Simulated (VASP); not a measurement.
A run of VASP 6.6.1 is set up as follows.

The input INCAR:

```
SYSTEM = PtSe2
PREC = Accurate
ENCUT = 520
EDIFF = 1E-6
ISMEAR = 0
SIGMA = 0.15
LREAL = .FALSE.
LASPH = .TRUE.
NELM = 100
ALGO = Normal
ISIF = 2
LWAVE = .FALSE.
LCHARG = .FALSE.
GGA = PE
IVDW = 12
NBANDS = 18
```

KPOINTS

```
Automatic mesh
0
G
  12 12 8
  0 0 0
```

POSCAR

```
PtSe2
1.0
    3.8231475509      0.0000000000      0.0000000000
   -1.9115737755      3.3109429015      0.0000000000
    0.0000000000      0.0000000000      4.6925313040
Pt Se
1 2
Direct
    0.0000000000      0.0000000000      0.0000000000
    0.3333333333      0.6666666667      0.3283590974
    0.6666666667      0.3333333333      0.6716409026
```

Potentials or basis: VASP PAW PBE potentials, release 64 (Pt, Se).

The run is started by

```bash
$ cat potpaw_PBE.64/Pt/POTCAR potpaw_PBE.64/Se/POTCAR > POTCAR
$ mpirun -np 1 vasp_std > vasp.out
```

Predict the pressure.

-8.2 GPa.

Estimate the dispersion energy per atom.

-0.492 eV.

Estimate the largest force.

2.812 eV/Å.

Forces in eV/Å, atoms in the order of the input:
```
Pt   0.000  0.000  0.000
Se   0.000  0.000 -2.812
Se   0.000  0.000  2.812
```

Caveat: pairwise dispersion overbinds metals, which lowers pressure and volume; forces of over 1 eV/Å act on the atoms, so gaps and moduli don't describe the material at rest.
